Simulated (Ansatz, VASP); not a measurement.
## CdS in VASP and in Ansatz

```
CELL_PARAMETERS angstrom
4.15000 0.00000 0.00000
-2.07500 3.59401 0.00000
0.00000 0.00000 6.73700
ATOMIC_POSITIONS crystal
Cd 0.66667 0.33333 0.50000
Cd 0.33333 0.66667 0.00000
S 0.66667 0.33333 0.87500
S 0.33333 0.66667 0.37500
```

Alike in both runs: task relaxation of cell and atoms; functional RPBE; dispersion D3(BJ); k mesh 7 × 7 × 4; occupations fermi-dirac, width 0.05 eV; no spin polarisation.

|  | VASP | Ansatz |
| --- | --- | --- |
| version | VASP 6.6.1 | Ansatz 0.2.0 |
| potentials or method | VASP PAW PBE potentials, release 64 (Cd, S) | Ansatz PAW |
| plane-wave cutoff (eV) | 600 | 420 |
| valence electrons in the cell | 36 | 52 |

VASP gave:

```
gap on the k mesh at the Fermi level, each at its own relaxed structure (eV)  : 1.58
relaxed volume (Å³/atom)                                                      : 23.44
relaxed length of the cell vector where the two differ most in proportion (Å) : 6.511
```

Estimate Ansatz's values.

gap on the k mesh at the Fermi level, each at its own relaxed structure (eV): 1.59; relaxed volume (Å³/atom): 23.30; relaxed length of the cell vector where the two differ most in proportion (Å): 6.493.

VASP's potentials were made for PBE, not for RPBE. VASP's potentials hold 36 valence electrons a cell and Ansatz's 52, so a difference there can come from the potentials and not from the codes.

Noted on Ansatz's run: odd divisions of the mesh miss points on the zone boundary, where band edges often lie, so the gap on the mesh can be too wide; the plane-wave basis is chosen anew once the cell has moved, so the energies of steps on either side of that aren't comparable.
